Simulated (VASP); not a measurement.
Input of a VASP 6.6.1 run:

The input POSCAR:

```
SiS2
1.0
   -2.7679656562      4.8810386948      2.7714513474
    2.7679656562     -4.8810386948      2.7714513474
    2.7679656562      4.8810386948     -2.7714513474
Si S
2 4
Direct
    0.7500000000      0.7500000000      0.0000000000
    0.2500000000      0.2500000000      0.0000000000
    0.8826845766      0.7893462369      0.6720308135
    0.1173154234      0.2106537631      0.3279691865
    0.3826845766      0.7106537631      0.0933383396
    0.6173154234      0.2893462369      0.9066616604
```

File INCAR.step1:

```
ALGO = Normal
EDIFF = 1E-5
ENCUT = 400
GGA = PE
GGA_COMPAT = False
ISIF = 2
ISMEAR = 0
KPAR = 4
LASPH = True
LCHARG = False
LREAL = False
LWAVE = True
NBANDS = 25
NELM = 120
PREC = Accurate
SIGMA = 0.05
```

File INCAR.step2:

```
AEXX = 0.25
ALGO = Normal
EDIFF = 1E-6
ENCUT = 400
GGA = PE
GGA_COMPAT = False
ISIF = 2
ISMEAR = 0
ISTART = 1
KPAR = 4
LASPH = True
LCHARG = False
LHFCALC = True
LREAL = False
LWAVE = False
NBANDS = 25
NELM = 120
PREC = Accurate
PRECFOCK = Normal
SIGMA = 0.05
```

Contents of KPOINTS:

```
k-points
0
Gamma
  4 4 4
```

Potentials or basis: VASP PAW PBE potentials, release 64 (Si, S).

Command:

```console
$ cat potpaw_PBE.64/Si/POTCAR potpaw_PBE.64/S/POTCAR > POTCAR
$ cp INCAR.step1 INCAR
$ mpirun -np 4 vasp_std > vasp.out
$ cp INCAR.step2 INCAR
$ mpirun -np 4 vasp_std > vasp.out
```

Problem. Predict the band gap on the k mesh.

Solution. 4.65 eV (least direct gap 4.96 eV).

Problem. What does it give for the pressure?

Solution. -0.9 GPa.

Problem. What does it give for the largest force?

Solution. 0.537 eV/Å.

Forces on the atoms (eV/Å):
```
Si   0.000  0.000  0.000
Si   0.000  0.000  0.000
S    0.383  0.377  0.000
S   -0.383 -0.377  0.000
S   -0.383  0.377  0.000
S    0.383 -0.377  0.000
```

Caveat: the PAW data sets were made with another functional, which shifts forces and pressure a little. A k mesh can miss the band edges.
